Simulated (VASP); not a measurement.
Crystal: Mg.

```
Mg
1.0
     0.00000    2.24426    2.24426
     2.24426    0.00000    2.24426
     2.24426    2.24426    0.00000
Mg
1
Direct
  0.00000 0.00000 0.00000
```

Base run:

```yaml
Program: VASP 6.6.1
Functional: PBE
Potentials_or_basis: VASP PAW PBE potentials, release 64 (Mg)
Cutoff: 520 eV
k_mesh: 10 × 10 × 10
Occupations: gaussian, width 0.1 eV
Spin: no spin polarisation
```

Its results: band gap on the k mesh zero (band 1 reaches 3.55 eV, above the bottom of band 2 at 1.42 eV); pressure 0.7 GPa.

Question: The run is repeated on the same cell with these changes: k mesh from 10 × 10 × 10 to 2 × 2 × 2; further incar settings from ALGO = Normal; EDIFF = 1e-06; NBANDS = 7 to ALGO = Normal; EDIFF = 1e-07; NBANDS = 7. What comes out?

Answer: Band gap on the k mesh zero (band 1 reaches 2.48 eV, above the bottom of band 2 at 1.42 eV); pressure 5.5 GPa.

Caveats: some runs use coarse meshes.
